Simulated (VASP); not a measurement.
# Al in VASP: further runs

Runs on Al. Level: r2SCAN. Tasks: single point.

Everything below comes from runs of VASP 6.6.1. Logs are shortened: lines on timing, memory, paths and dates and some standing lists are left out, and cuts for length are marked.

## Step 1: The cell of the first run

The cell holds a slab with vacuum, 1 atom: a = 2.824 Å, b = 2.824 Å, c = 16.000 Å, α = 90.00°, β = 90.00°, γ = 120.00°.

## Step 2: Single point, r2SCAN

Input file POSCAR:

```
Al
1.0
    2.8237643225      0.0000000000      0.0000000000
   -1.4118821612      2.4454516376      0.0000000000
    0.0000000000      0.0000000000     16.0000000000
Al
1
Direct
    0.0000000000      0.0000000000      0.5000000000
```

Input file INCAR.step1:

```
ALGO = Normal
DIPOL = 0.5 0.5 0.500
EDIFF = 1E-4
ENCUT = 520
GGA = PE
IDIPOL = 3
ISMEAR = -1
LASPH = T
LCHARG = F
LDIPOL = T
LREAL = F
LWAVE = T
NBANDS = 8
NELM = 80
PREC = Accurate
SIGMA = 0.08
```

Input file INCAR.step2:

```
ALGO = Normal
DIPOL = 0.5 0.5 0.500
EDIFF = 1E-6
ENCUT = 520
IDIPOL = 3
ISIF = 2
ISMEAR = -1
ISTART = 1
LASPH = T
LCHARG = F
LDIPOL = T
LMIXTAU = T
LREAL = F
LWAVE = F
METAGGA = R2SCAN
NBANDS = 8
NELM = 80
PREC = Accurate
SIGMA = 0.08
```

Input file KPOINTS:

```
k-points
0
Gamma
  17 17 1
```

Potentials or basis: VASP PAW PBE potentials, release 64 (Al).

Started as:

```
$ cat potpaw_PBE.64/Al/POTCAR > POTCAR
$ cp INCAR.step1 INCAR
$ mpirun -np 1 vasp_std > vasp.out
$ cp INCAR.step2 INCAR
$ mpirun -np 1 vasp_std > vasp.out
```

OUTCAR:

```text
EDIFF = 1E-6
   ENCUT = 520
   ISIF = 2
   ISMEAR = -1
   ISTART = 1
   LASPH = T
   LREAL = F
   METAGGA = R2SCAN
   NELM = 80
   PREC = Accurate

 ion  position               nearest neighbor table
   1  0.000  0.000  0.500-

  LATTYP: Found a hexagonal cell.
 ALAT       =     2.8237643225
 C/A-ratio  =     5.6661952531

  Lattice vectors:

 A1 = (   2.8237643225,   0.0000000000,   0.0000000000)
 A2 = (  -1.4118821612,   2.4454516376,   0.0000000000)
 A3 = (   0.0000000000,   0.0000000000,  16.0000000000)

Analysis of symmetry for initial positions (statically):
=====================================================================
 Subroutine PRICEL returns:
 Original cell was already a primitive cell.

 Routine SETGRP: Setting up the symmetry group for a
 hexagonal supercell.

 Subroutine GETGRP returns: Found 24 space group operations
 (whereof 24 operations were pure point group operations)
 out of a pool of 24 trial point group operations.

The static configuration has the point symmetry D_6h.

Analysis of symmetry for dynamics (positions and initial velocities):
=====================================================================
 Subroutine PRICEL returns:
 Original cell was already a primitive cell.

 Routine SETGRP: Setting up the symmetry group for a
 hexagonal supercell.

 Subroutine GETGRP returns: Found 24 space group operations
 (whereof 24 operations were pure point group operations)
 out of a pool of 24 trial point group operations.

The dynamic configuration has the point symmetry D_6h.

 Subroutine INISYM returns: Found 24 space group operations
 (whereof 24 operations are pure point group operations),
 and found     1 'primitive' translations

----------------------------------------------------------------------------------------

                                     Primitive cell

  volume of cell :     110.4861

  direct lattice vectors                    reciprocal lattice vectors
     2.823764323  0.000000000  0.000000000     0.354137203  0.204461210  0.000000000
    -1.411882161  2.445451638  0.000000000     0.000000000  0.408922419  0.000000000
     0.000000000  0.000000000 16.000000000     0.000000000  0.000000000  0.062500000

  length of vectors
     2.823764323  2.823764322 16.000000000     0.408922419  0.408922419  0.062500000

  position of ions in fractional coordinates (direct lattice)
     0.000000000  0.000000000  0.500000000

[... 81 lines left out ...]
   ISIF   =      2    stress and relaxation
   ISYM   =      2    0-nonsym 1-usesym 2-fastsym
   POTIM  = 0.5000    time-step for ionic-motion
   TEBEG  =    0.0;   TEEND  =   0.0 temperature during run
   PSTRESS=    0.0 pullay stress
   NELECT =       3.0000    total number of electrons
   NUPDOWN=      -1.0000    fix difference up-down
   EMIN   =  10.00;   EMAX   =-10.00  energy-range for DOS
   EFERMI =   0.00;   METHOD = LEGACY
   ISMEAR =    -1;   SIGMA  =   0.08  broadening in eV -4-tet -1-fermi 0-gaus
   EFERMI_NEDOS =   21; number of points for ismear=-14 and -15
   IALGO  =     38    algorithm
   IMIX   =      4    mixing-type and parameters
     AMIX     =   0.40;   BMIX     =  1.00
     AMIX_MAG =   1.60;   BMIX_MAG =  1.00
  volume/ion in A,a.u.               =     110.49       745.60
  Fermi-wavevector in a.u.,A,eV,Ry     =   0.492054  0.929847  3.294203  0.242117
  Thomas-Fermi vector in A             =   1.495754
   LORBIT       =      0    0 simple, 1 ext, 2 COOP (PROOUT), +10 PAW based schemes
   METAGGA = R2SCAN    functional components
   LHFCALC =     F    Hartree Fock is set to
   AEXX    =    0.0000 exact exchange contribution
   IVDW    =     0    specifies the selected vdW correction
   LEPSILON=     F    determine dielectric tensor
   LRPA    =     F    only Hartree local field effects (RPA)
 non-spin polarized calculation
  energy-cutoff  :      520.00
  volume of cell :      110.49
 maximum number of plane-waves:      2999
 NGX is ok and might be reduce to    24
   NGX = 11   NGY = 11   NGZ = 59

 number of electron       3.0000000 magnetization

 dipolmoment           0.000000      0.000000     -0.000000 electrons x Angstroem

 Free energy of the ion-electron system (eV)
  ---------------------------------------------------
  ext. energy  EPLUGINS =         0.00000000
  ---------------------------------------------------
  free energy    TOTEN  =        -5.88493335 eV

  energy without entropy =       -5.87180748  energy(sigma->0) =       -5.87837041

 E-fermi :  -2.5089     XC(G=0):  -2.7151

 val. band max:       -2.5111555058   @ k =   0.2353   0.0588   0.0000
 cond. band min:      -2.2593246369   @ k =   0.4118   0.0000   0.0000
 fundamental gap:      0.2518308689
 Fermi energy:        -2.5089299373

 k-point     1 :       0.0000    0.0000    0.0000
  band No.  band energies     occupation
      1     -11.1257      2.00000
      2      -4.3689      2.00000
      3       0.7580      0.00000
      4       2.1376      0.00000
      5       2.3269      0.00000
      6       4.5385      0.00000
      7       4.5953      0.00000
      8       8.2336      0.00000
[... 243 lines left out ...]
 k-point    24 :       0.1765    0.1765    0.0000
  band No.  band energies     occupation
      1      -8.6939      2.00000
      2      -1.9824      0.00277
      3       2.5529      0.00000
      4       2.6678      0.00000
      5       3.9757      0.00000
      6       4.4890      0.00000
      7       4.8564      0.00000
      8       6.9418      0.00000

 [... further k-points ...]

------------------------ aborting loop because EDIFF is reached ----------------------------------------

 vacuum level on the upper side and lower side of the slab       (xc-potential included)        -0.025        -0.025

  FORCE on cell =-STRESS in cart. coord.  units (eV):
  Direction    XX          YY          ZZ          XY          YZ          ZX
  --------------------------------------------------------------------------------------
  -------------------------------------------------------------------------------------
  Total       -1.5581264     -1.5581264     -0.0008784     -0.0000000     -0.0000000      0.0000000
  in kB      -22.5946574    -22.5946574     -0.0127376     -0.0000000     -0.0000000      0.0000000
  external PRESSURE =     -15.0673508 kB  Pullay stress =       0.0000000 kB

 VOLUME and BASIS-vectors are now :
 -----------------------------------------------------------------------------
  energy-cutoff  :      520.00
  volume of cell :      110.49
      direct lattice vectors                 reciprocal lattice vectors
     2.823764323  0.000000000  0.000000000     0.354137203  0.204461210  0.000000000
    -1.411882161  2.445451638  0.000000000     0.000000000  0.408922419  0.000000000
     0.000000000  0.000000000 16.000000000     0.000000000  0.000000000  0.062500000

 POSITION                                       TOTAL-FORCE (eV/Angst)
 -----------------------------------------------------------------------------------
      0.00000      0.00000      8.00000         0.000000      0.000000      0.000000
 -----------------------------------------------------------------------------------
    total drift:                               -0.000000      0.000000     -0.000000

  FREE ENERGIE OF THE ION-ELECTRON SYSTEM (eV)
  ---------------------------------------------------
  free  energy   TOTEN  =        -5.8849333504 eV

  energy  without entropy=       -5.8718074784  energy(sigma->0) =       -5.87837041

 vacuum level on the upper side and lower side of the slab         1.959         1.959
```

OUTCAR.step1:

```text
EDIFF = 1E-4
   ENCUT = 520
   GGA = PE
   ISMEAR = -1
   LASPH = T
   LREAL = F
   NELM = 80
   PREC = Accurate

[... 483 lines left out ...]
      0.00000      0.00000      8.00000         0.000000      0.000000      0.000000
 -----------------------------------------------------------------------------------
    total drift:                               -0.000000     -0.000000     -0.000000

  FREE ENERGIE OF THE ION-ELECTRON SYSTEM (eV)
  ---------------------------------------------------
  free  energy   TOTEN  =        -2.9900099378 eV

  energy  without entropy=       -2.9760862844  energy(sigma->0) =       -2.98304811

 vacuum level on the upper side and lower side of the slab         1.265         1.265
```

Run time: 2.9 min. Hardware: 1 thread of Intel Xeon 8259CL, shared host; peak memory 0.26 GiB.

Results:

```yaml
Free_energy: -5.8849 eV
Band_gap_on_the_k_mesh: zero (an odd number of electrons rules out a gap without spin polarisation)
```

Caveat: the PAW data sets were made with another functional, which shifts forces and pressure a little.

## Step 3: Single point, r2SCAN

POSCAR is that of step 2.

Input file INCAR.step1:

```
PREC     = Accurate       # precision mode
ENCUT    = 520            # plane-wave cutoff, eV
ISMEAR   = -1             # smearing method
SIGMA    = 0.08           # smearing width, eV
LREAL    = F              # projectors in reciprocal space
LASPH    = T              # aspherical terms in the spheres
NELM     = 80             # most SCF steps
LDIPOL   = T            
IDIPOL   = 3            
DIPOL    = 0.5 0.5 0.500
NBANDS   = 8              # bands
EFIELD   = -0.1         
GGA      = PE             # functional
ALGO     = Normal         # electronic algorithm
EDIFF    = 1E-4           # SCF threshold, eV
LWAVE    = T              # write WAVECAR
LCHARG   = F              # write CHGCAR
```

Input file INCAR.step2:

```
PREC     = Accurate       # precision mode
ENCUT    = 520            # plane-wave cutoff, eV
EDIFF    = 1E-7           # SCF threshold, eV
ISMEAR   = -1             # smearing method
SIGMA    = 0.08           # smearing width, eV
LREAL    = F              # projectors in reciprocal space
LASPH    = T              # aspherical terms in the spheres
NELM     = 80             # most SCF steps
ALGO     = Normal         # electronic algorithm
ISIF     = 2              # what is computed and relaxed
LWAVE    = F              # write WAVECAR
LCHARG   = T              # write CHGCAR
LDIPOL   = T            
IDIPOL   = 3            
DIPOL    = 0.5 0.5 0.500
METAGGA  = R2SCAN         # meta-GGA
LMIXTAU  = T            
LELF     = T              # ELF
LVHAR    = T            
LVACPOTAV= T            
NBANDS   = 8              # bands
EFIELD   = -0.1         
ISTART   = 1
```

Input file KPOINTS:

```
regular mesh
0
Gamma
  17 17 1
```

Potentials or basis: VASP PAW PBE potentials, release 64 (Al).

Started as:

```
$ cat potpaw_PBE.64/Al/POTCAR > POTCAR
$ cp INCAR.step1 INCAR
$ mpirun -np 1 vasp_std > vasp.out
$ cp INCAR.step2 INCAR
$ mpirun -np 1 vasp_std > vasp.out
```

Run time: 3.8 min. Hardware: 1 thread of Intel Xeon 8259CL, shared host; peak memory 0.27 GiB.

It converged, with:

```yaml
Free_energy: -5.8856 eV
Band_gap_on_the_k_mesh: zero (an odd number of electrons rules out a gap without spin polarisation)
```

Levels at points of the mesh, in eV from the Fermi level:
```
           k point  band 1  band 2  band 3  band 4  band 5  band 6
(0.00, 0.00, 0.00)   -8.62   -1.86    3.25    4.52    4.92    7.01
```

Caveat: the PAW data sets were made with another functional, which shifts forces and pressure a little.

## Step 4: Single point, r2SCAN

POSCAR is that of step 3.

Input file INCAR.step1:

```
SYSTEM = Al
  PREC = Accurate
  ENCUT = 520
  ISMEAR = -1
  SIGMA = 0.08
  LREAL = .False.
  LASPH = .True.
  NELM = 80
  LDIPOL = .True.
  IDIPOL = 3
  DIPOL = 0.5 0.5 0.500
  NBANDS = 8
  GGA = PE
  ALGO = Normal
  EDIFF = 1E-4
  LWAVE = .True.
  LCHARG = .False.
```

Input file INCAR.step2:

```
SYSTEM = Al
  PREC = Accurate
  ENCUT = 520
  EDIFF = 1E-7
  ISMEAR = -1
  SIGMA = 0.08
  LREAL = .False.
  LASPH = .True.
  NELM = 80
  ALGO = Normal
  ISIF = 2
  LWAVE = .False.
  LCHARG = .False.
  LDIPOL = .True.
  IDIPOL = 3
  DIPOL = 0.5 0.5 0.500
  METAGGA = R2SCAN
  LMIXTAU = .True.
  NBANDS = 8
  ISTART = 1
```

Input file KPOINTS:

```
Automatic mesh
0
Gamma
  17 17 1
  0 0 0
```

Started as:

```
$ cat potpaw_PBE.64/Al/POTCAR > POTCAR
$ cp INCAR.step1 INCAR
$ mpirun -np 1 vasp_std > vasp.out
$ cp INCAR.step2 INCAR
$ mpirun -np 1 vasp_std > vasp.out
```

Run time: 3.3 min. Hardware: 1 thread of Intel Xeon 8259CL, shared host; peak memory 0.26 GiB.

It converged, with:

* Free energy: -5.8849 eV
* Band gap on the k mesh: zero (an odd number of electrons rules out a gap without spin polarisation)

Levels at points of the mesh, in eV from the Fermi level:
```tsv
k point	band 1	band 2	band 3	band 4	band 5	band 6	band 7
(0.00, 0.00, 0.00)	-8.62	-1.86	3.27	4.65	4.83	7.05	7.10
```

Caveat: the PAW data sets were made with another functional, which shifts forces and pressure a little.

The gap in the log of VASP goes by the Fermi energy; the results here count the filled bands.